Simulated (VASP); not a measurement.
Set up this calculation in VASP 6.6.1, as the native input.

- Task: single point
- Functional: revpbe exchange, lda correlation
- Potentials or basis: VASP PAW PBE potentials, release 64 (In_d, Se)
- Cutoff: 500 eV
- k mesh: 8 × 8 × 8
- Occupations: gaussian, width 0.01 eV
- Spin: no spin polarisation
- Dipole correction: no
- Further INCAR settings: ALGO = Normal; EDIFF = 1e-06; NBANDS = 27

The structure of InSe lies in POSCAR:

```
InSe
1.0
    2.0000000000      1.1547005384      8.4400000000
   -2.0000000000      1.1547005384      8.4400000000
    0.0000000000     -2.3094010768      8.4400000000
In Se
2 2
Direct
    0.8886000000      0.8886000000      0.8886000000
    0.0000000000      0.0000000000      0.0000000000
    0.1719000000      0.1719000000      0.1719000000
    0.3835000000      0.3835000000      0.3835000000
```

The input as run:

INCAR

```
PREC     = Accurate       # precision mode
ENCUT    = 500            # plane-wave cutoff, eV
EDIFF    = 1E-6           # SCF threshold, eV
ISMEAR   = 0              # smearing method
SIGMA    = 0.01           # smearing width, eV
LREAL    = False          # projectors in reciprocal space
LASPH    = True           # aspherical terms in the spheres
NELM     = 120            # most SCF steps
ALGO     = Normal         # electronic algorithm
ISIF     = 2              # what is computed and relaxed
LWAVE    = False          # write WAVECAR
LCHARG   = True           # write CHGCAR
GGA      = LIBXC          # functional
LIBXC1   = GGA_X_PBE_R  
LIBXC2   = LDA_C_PW     
LELF     = True           # ELF
LVHAR    = True         
NBANDS   = 27             # bands
GGA_COMPAT= False
```

KPOINTS

```
regular mesh
0
Gamma
  8 8 8
```

Potentials or basis: VASP PAW PBE potentials, release 64 (In_d, Se).

Run with:

```console
$ cat potpaw_PBE.64/In_d/POTCAR potpaw_PBE.64/Se/POTCAR > POTCAR
$ mpirun -np 1 vasp_std > vasp.out
```

It gave:

| Quantity | Value |
| --- | --- |
| Pressure | 8.7 GPa |
| Largest force | 0.532 eV/Å |
| Band gap on the k mesh | 0.57 eV |

Caveat: the cell stands under pressure; the PAW data sets were made with another functional, which shifts forces and pressure a little; spin-orbit coupling is left out, which moves the levels of the heavy elements.

Wall time 18 min on 1 thread of AMD EPYC 7R43 64-Core Processor (Zen 3), on a shared host, peak memory 0.57 GiB.
